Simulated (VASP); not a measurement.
## Rh: single point with LDA

Crystal: Rh.

```
CELL_PARAMETERS angstrom
0.00000 1.87704 1.87704
1.87704 0.00000 1.87704
1.87704 1.87704 0.00000
ATOMIC_POSITIONS crystal
Rh 0.00000 0.00000 0.00000
```

```json
{
 "Program": "VASP 6.6.1",
 "Task": "single point",
 "Functional": "LDA",
 "Potentials or basis": "VASP PAW LDA potentials, release 64 (Rh_pv)",
 "Cutoff": "520 eV",
 "k mesh": "22 × 22 × 22",
 "Occupations": "gaussian, width 0.15 eV",
 "Spin": "collinear spin, ferromagnetic start",
 "Starting moments": "[0.375] μB",
 "Fixed moment": "0.375 μB",
 "Dipole correction": "no",
 "Further INCAR settings": "ALGO = Normal; EDIFF = 1e-06; NBANDS = 18"
}
```

```
Pressure                                              : 2.1 GPa
Net moment                                            : 0.38 μB per cell
Site moments                                          : Rh +0.37 μB
Valence electrons inside the program's atomic spheres : Rh 13.86
```

It took 48 s on 1 thread of Intel(R) Xeon(R) 6975P-C (Granite Rapids) (shared host), peak memory 0.21 GiB.

Caveat: the total moment is fixed, so each spin has its own Fermi level.
